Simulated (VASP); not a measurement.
# AlAu (Pm-3m) in VASP: further runs, part 2 of 2

VASP 6.6.1. The steps go on from the part before.

### Step 6. Relaxation of cell and atoms, LDA, target pressure 40 GPa, at which the enthalpy is minimised

This run uses another cell than the first one, of 16.69 Å³/atom, 1.189 times its volume.

File INCAR:

```
PREC     = Accurate       # precision mode
ENCUT    = 600            # plane-wave cutoff, eV
EDIFF    = 1E-6           # SCF threshold, eV
ISMEAR   = 0              # smearing method
SIGMA    = 0.05           # smearing width, eV
LREAL    = F              # projectors in reciprocal space
LASPH    = T              # aspherical terms in the spheres
NELM     = 80             # most SCF steps
ALGO     = Normal         # electronic algorithm
ISIF     = 3              # what is computed and relaxed
LWAVE    = F              # write WAVECAR
LCHARG   = F              # write CHGCAR
GGA      = CA             # functional
IBRION   = 2              # ionic algorithm
NSW      = 80             # ionic steps
EDIFFG   = -0.03          # ionic threshold
PSTRESS  = 400.0
```

File KPOINTS:

```
Automatic mesh
0
Gamma
  6 6 6
```

File POSCAR:

```
AlAu
1.0
    3.2200000000      0.0000000000      0.0000000000
    0.0000000000      3.2200000000      0.0000000000
    0.0000000000      0.0000000000      3.2200000000
Al Au
1 1
Direct
    0.0000000000      0.0000000000      0.0000000000
    0.5000000000      0.5000000000      0.5000000000
```

Potentials or basis: VASP PAW LDA potentials, release 64 (Al, Au).

The run is started by

```console
$ cat potpaw_LDA.64/Al/POTCAR potpaw_LDA.64/Au/POTCAR > POTCAR
$ mpirun -np 1 vasp_std > vasp.out
```

Run time: 48 s. Hardware: 1 thread of Intel Xeon 6975P-C, shared host; peak memory 0.16 GiB.

Results (log left out):

```
Free energy                                            : -8.7097 eV
Relaxed volume                                         : 13.11 Å³/atom
Relaxed cell                                           : a = 2.971 Å, b = 2.971 Å, c = 2.971 Å, α = 90.00°, β = 90.00°, γ = 90.00°
Space group after relaxing (to 0.05 Å)                 : Pm-3m (No. 221)
Energy change on relaxing (the enthalpy is what falls) : +247.1 meV/atom
Ionic steps                                            : 15
Pressure after relaxing                                : 39.7 GPa
Band gap on the k mesh                                 : zero (band 7 reaches 16.28 eV, above the bottom of band 8 at 12.26 eV)
```

The path:
| step | energy change (eV) | largest force (eV/Å) | pressure (GPa) | volume (Å³) |
| --- | --- | --- | --- | --- |
| 1 | 0.0000 | 0.0000 | -7.59 | 33.39 |
| 2 | 17.0070 | 0.0000 | 665.50 | 14.70 |
| 3 | 0.2271 | 0.0000 | 25.03 | 27.55 |
| 4 | 0.3448 | 0.0000 | 31.85 | 26.89 |
| 5 | 0.5077 | 0.0000 | 40.46 | 26.16 |
| 6 | 0.4748 | 0.0000 | 38.79 | 26.30 |
| 7 | 0.4764 | 0.0000 | 38.87 | 26.29 |
| 8 | 0.4812 | 0.0000 | 39.09 | 26.27 |
| 9 | 0.4812 | 0.0000 | 39.11 | 26.27 |
| 10 | 0.4814 | 0.0000 | 39.12 | 26.27 |
| 11 | 0.4818 | 0.0000 | 39.14 | 26.27 |
| 12 | 0.4827 | 0.0000 | 39.19 | 26.26 |
| 13 | 0.4843 | 0.0000 | 39.27 | 26.26 |
| 14 | 0.4876 | 0.0000 | 39.44 | 26.24 |
| 15 | 0.4942 | 0.0000 | 39.75 | 26.22 |

Final structure:
```
Al Au
1.0
     2.97074    0.00000    0.00000
     0.00000    2.97074    0.00000
     0.00000    0.00000    2.97074
Al Au
1 1
Cartesian
  0.0000 2.9707 0.0000
  1.4854 1.4854 1.4854
```

Levels at points of the mesh, in eV from the Fermi level:
```csv
k point,band 3,band 4,band 5,band 6,band 7,band 8,band 9,band 10,band 11
"(0.00, 0.00, 0.00)",-9.20,-6.26,-6.26,-6.26,2.36,2.36,2.36,7.47,7.47
"(0.50, 0.00, 0.00)",-8.66,-7.59,-7.59,-6.07,-4.18,4.49,7.04,7.04,9.27
"(0.50, 0.50, 0.00)",-7.31,-7.31,-5.27,-5.27,-4.98,-1.66,1.51,7.60,10.92
"(0.50, 0.50, 0.50)",-9.79,-4.91,-4.91,-0.39,-0.30,-0.30,-0.30,2.91,4.17
```

Caveat: the cell is relaxed towards a set pressure, so the enthalpy falls and the energy may rise; the volume moved by over 15 % at a fixed basis, so the end points are rough; spin-orbit coupling is left out, which moves the levels of the heavy elements.

### Step 7. Relaxation of cell and atoms, LDA, target pressure 60 GPa, at which the enthalpy is minimised

This run uses another cell than the first one, of 16.69 Å³/atom, 1.189 times its volume.

File INCAR:

```
ALGO     = Normal         # electronic algorithm
EDIFF    = 1E-6           # SCF threshold, eV
EDIFFG   = -0.03          # ionic threshold
ENCUT    = 600            # plane-wave cutoff, eV
IBRION   = 2              # ionic algorithm
ISIF     = 3              # what is computed and relaxed
ISMEAR   = 0              # smearing method
LASPH    = T              # aspherical terms in the spheres
LCHARG   = F              # write CHGCAR
LREAL    = F              # projectors in reciprocal space
LWAVE    = F              # write WAVECAR
NELM     = 60             # most SCF steps
NSW      = 80             # ionic steps
PREC     = Accurate       # precision mode
PSTRESS  = 600.0        
SIGMA    = 0.05           # smearing width, eV
```

File KPOINTS:

```
k-points
0
Gamma
  6 6 6
```

POSCAR is that of step 6.

The run is started by

```console
$ cat potpaw_LDA.64/Al/POTCAR potpaw_LDA.64/Au/POTCAR > POTCAR
$ mpirun -np 1 vasp_std > vasp.out
```

It took 58 s on 1 thread of Intel Xeon 6975P-C, shared host; peak memory 0.17 GiB.

Results (log left out):

```
Free energy                                            : -8.2777 eV
Relaxed volume                                         : 12.41 Å³/atom
Relaxed cell                                           : a = 2.917 Å, b = 2.917 Å, c = 2.917 Å, α = 90.00°, β = 90.00°, γ = 90.00°
Space group after relaxing (to 0.05 Å)                 : Pm-3m (No. 221)
Energy change on relaxing (the enthalpy is what falls) : +463.1 meV/atom
Ionic steps                                            : 9
Pressure after relaxing                                : 60.0 GPa
Band gap on the k mesh                                 : zero (band 7 reaches 17.34 eV, above the bottom of band 8 at 13.36 eV)
```

The path:
```
step  energy change (eV)  largest force (eV/Å)  pressure (GPa)  volume (Å³)
   1              0.0000                0.0000           -7.59        33.39
   2             59.9324                0.0000         2470.14         9.61
   3              0.1705                0.0000           21.74        27.94
   4              0.3523                0.0000           32.30        26.85
   5              1.0379                0.0000           64.87        24.53
   6              0.9165                0.0000           59.59        24.84
   7              0.9750                0.0000           62.15        24.69
   8              0.7907                0.0000           53.97        25.20
   9              0.9263                0.0000           59.98        24.82
```

Final structure:
```yaml
crystal:
  lattice:
    - [2.91687, 0.00000, 0.00000]
    - [0.00000, 2.91687, 0.00000]
    - [0.00000, 0.00000, 2.91687]
  atoms:
    - { symbol: Al, position: [0.00000, 0.00000, 0.00000] }
    - { symbol: Au, position: [0.50000, 0.50000, 0.50000] }
```

Levels at points of the mesh, in eV from the Fermi level:
```csv
k point,band 5,band 6,band 7,band 8,band 9,band 10
"(0.00, 0.00, 0.00)",-6.62,-6.62,2.27,2.27,2.27,7.47
"(0.50, 0.00, 0.00)",-8.08,-6.42,-4.36,4.12,6.98,6.98
"(0.50, 0.50, 0.00)",-5.70,-5.70,-5.23,-1.71,1.77,7.73
"(0.50, 0.50, 0.50)",-5.14,-0.58,-0.58,-0.58,-0.35,3.18
```

Caveat: the cell is relaxed towards a set pressure, so the enthalpy falls and the energy may rise; the volume moved by over 15 % at a fixed basis, so the end points are rough; spin-orbit coupling is left out, which moves the levels of the heavy elements.

### Step 8. Summary

| task | cell | cutoff (eV) | gap on the mesh (eV) | pressure (GPa) |
| --- | --- | --- | --- | --- |
| single point | a = 3.039 Å, 2 atoms | 520 | none | 20.5 |
| single point | a = 3.154 Å, 2 atoms | 520 | none | 0.3 |
| relaxation of cell and atoms | relaxed from a = 3.220 Å, 2 atoms | 600 | none | -0.1 |
| relaxation of cell and atoms | relaxed to 20 GPa from a = 3.220 Å, 2 atoms | 600 | none | 20.0 |
| relaxation of cell and atoms | relaxed to 40 GPa from a = 3.220 Å, 2 atoms | 600 | none | 39.7 |
| relaxation of cell and atoms | relaxed to 60 GPa from a = 3.220 Å, 2 atoms | 600 | none | 60.0 |

Alike in all rows: level LDA; potentials or basis VASP PAW LDA potentials, release 64 (Al, Au); no spin polarisation; k mesh 6 × 6 × 6; smearing gaussian 0.05 eV.

Caveats: spin-orbit coupling is left out, which moves the levels of the heavy elements; the cell is relaxed towards a set pressure, so the enthalpy falls and the energy may rise (some runs); the volume moved by over 15 % at a fixed basis, so the end points are rough (some runs).

Absolute energies hang on the potentials; compare differences alone.
